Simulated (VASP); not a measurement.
Runs of VASP 6.6.1 on AlN. The structure is that of space group Fm-3m (No. 225), or close to it. The cells are those of the table. 

```tsv
cell	gap on the mesh (eV)	pressure (GPa)
a = 2.832 Å, angles 57.8°, 2 atoms	4.31	25.1
a = 2.762 Å, angles 61.1°, 2 atoms	4.59	24.8
a = 2.739 Å, angles 62.2°, 2 atoms	4.10	25.1
a = 2.808 Å, angles 58.9°, 2 atoms	4.70	24.8
a = 2.717 Å, angles 63.4°, 2 atoms	3.62	25.7
a = 2.785 Å, angles 60.0°, 2 atoms	4.99	24.6
a = 2.856 Å, angles 56.8°, 2 atoms	(a)	(b)
```

Alike in all rows: task single point; level PBEsol; potentials or basis VASP PAW PBE potentials, release 64 (Al, N); no spin polarisation; k mesh 8 × 8 × 8; cutoff (eV) 600; smearing fermi-dirac 0.02 eV.

Q: Fill in the values left out.

A: (a) 3.91; (b) 25.8.

Caveats: the cell stands under pressure; the PAW data sets were made with another functional, which shifts forces and pressure a little.

A k mesh can miss the band edges.
